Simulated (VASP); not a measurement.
Input of a VASP 6.6.1 run:

INCAR

```
PREC = Accurate ; ENCUT = 910
EDIFF = 1E-6 ; ISMEAR = 0
SIGMA = 0.02 ; LREAL = Auto
LASPH = True ; NELM = 120
ALGO = Normal ; ISIF = 2
LWAVE = False ; LCHARG = False
GGA = PE ; IVDW = 12
NBANDS = 56 ; GGA_COMPAT = False
NELMDL = -8
```

File KPOINTS:

```
Automatic mesh
0
Gamma
  2 2 1
```

Contents of POSCAR:

```
HC18F
1.0
    7.3980000000      0.0000000000      0.0000000000
   -3.6990000000      6.4068560000      0.0000000000
    0.0000000000      0.0000000000     11.0000000000
C F H
18 1 1
Direct
    0.0159429304      0.0035944307      0.0857002727
    0.2358096621      0.1135311922      0.0856410000
    0.0147012396      0.3345422466      0.0856962727
    0.2367848655      0.4453529157      0.0857200000
    0.0135021082      0.6689504181      0.0856676364
    0.2379316367      0.7813723299      0.0856226364
    0.3480674198      0.0012516279      0.0855061818
    0.5703327396      0.1124056792      0.0854960000
    0.3468828160      0.3356082921      0.0856266364
    0.5714979621      0.4478923828      0.0856040909
    0.3489338375      0.6700782724      0.0858808182
    0.5693404811      0.7802819355      0.0860069091
    0.6804717002      0.0027203671      0.0856268182
    0.9049093646      0.1146916678      0.0856709091
    0.6826278646      0.3369378054      0.0856017273
    0.9024865165      0.4468730060      0.0856950909
    0.6816399033      0.6677223587      0.0856973636
    0.9037188440      0.7789937842      0.0856789091
    0.4909850029      0.7644228308      0.3697530000
    0.4930486273      0.7587741944      0.2844713636
```

Potentials or basis: VASP PAW PBE potentials, release 64 (C_h, F_h, H_h).

Command:

```sh
$ cat potpaw_PBE.64/C_h/POTCAR potpaw_PBE.64/F_h/POTCAR potpaw_PBE.64/H_h/POTCAR > POTCAR
$ mpirun -np 1 vasp_std > vasp.out
```

Task: Predict the largest force.

Result: 0.019 eV/Å.

Task: Predict the dispersion energy per atom.

Result: -0.085 eV.

Forces on the atoms (eV/Å):
```
C    0.003 -0.005 -0.002
C    0.004 -0.005  0.000
C   -0.007  0.000  0.000
C    0.005  0.010 -0.001
C    0.004  0.006  0.000
C   -0.004  0.000  0.000
C   -0.010  0.001  0.000
C    0.004  0.007  0.000
C    0.001  0.006  0.000
C   -0.009 -0.001  0.000
C    0.002 -0.007 -0.003
C    0.003 -0.009  0.001
C    0.005  0.006  0.002
C   -0.006  0.000  0.001
C    0.007 -0.005 -0.001
C    0.002 -0.005  0.001
C   -0.005  0.000  0.000
C    0.004  0.005 -0.002
F   -0.003 -0.005 -0.018
H    0.001  0.000  0.019
```

Caveat: the k points lie up to 0.49 Å⁻¹ apart.
